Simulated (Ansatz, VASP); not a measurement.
# KF in VASP and in Ansatz

Contents of POSCAR:

```
KF
1.0
    0.0000000000      2.6718500000      2.6718500000
    2.6718500000      0.0000000000      2.6718500000
    2.6718500000      2.6718500000      0.0000000000
K F
1 1
Direct
    0.0000000000      0.0000000000      0.0000000000
    0.5000000000      0.5000000000      0.5000000000
```

Contents of INCAR.step1:

```
ALGO = Normal
EDIFF = 1E-5
ENCUT = 520
GGA = PE
ISIF = 2
ISMEAR = -1
LASPH = T
LCHARG = F
LREAL = F
LWAVE = T
NBANDS = 15
NELM = 80
PREC = Accurate
SIGMA = 0.05
```

The input INCAR.step2:

```
AEXX = 0.35
ALGO = Normal
EDIFF = 1E-6
ENCUT = 520
GGA = PE
HFSCREEN = 0.2078699
ISIF = 2
ISMEAR = -1
ISTART = 1
LASPH = T
LCHARG = F
LHFCALC = T
LREAL = F
LWAVE = F
NBANDS = 15
NELM = 80
PREC = Accurate
PRECFOCK = Normal
SIGMA = 0.05
```

File KPOINTS:

```
k-points
0
Gamma
  5 5 5
```

input.yaml

```yaml
crystal:
  lattice:
    - [0.0, 2.67185, 2.67185]
    - [2.67185, 0.0, 2.67185]
    - [2.67185, 2.67185, 0.0]
  atoms:
    - { symbol: K, position: [0.0, 0.0, 0.0] }
    - { symbol: F, position: [0.5, 0.5, 0.5] }
hamiltonian:
  xc:
    exchange: pbe
    correlation: pbe
    exx: { coeff: 0.35, omega: 0.2078699 }
  pseudopotentials: { kind: paw }
kpoints:
  mp_grid: { grid: [5, 5, 5] }
scf:
  occupations: { method: fermi_dirac, width: 0.05 }
output:
  forces: true
  stress: true
  eigenvalues: true
  write_density: true
  write_potential: true
  elf: true
  volumetric_format: npy
```

Alike in both runs: task single point; functional PBE-based screened hybrid; k mesh 5 × 5 × 5; occupations fermi-dirac, width 0.05 eV; no spin polarisation.

|  | VASP | Ansatz |
| --- | --- | --- |
| version | VASP 6.6.1 | Ansatz 0.2.0 |
| potentials or method | VASP PAW PBE potentials, release 64 (K_sv, F) | Ansatz PAW |
| plane-wave cutoff (eV) | 520 | 420 |
| valence electrons in the cell | 16 | 16 |

VASP gave:

```
gap on the k mesh at the Fermi level (eV) : 8.98
least direct gap on the mesh (eV)         : 8.98
pressure (GPa)                            : 0.2
```

Which values does Ansatz return?

gap on the k mesh at the Fermi level (eV): 9.00; least direct gap on the mesh (eV): 9.00; pressure (GPa): 0.1.

VASP's potentials were made for PBE, not for PBE-based screened hybrid.

Noted on Ansatz's run: odd divisions of the mesh miss points on the zone boundary, where band edges often lie, so the gap on the mesh can be too wide.
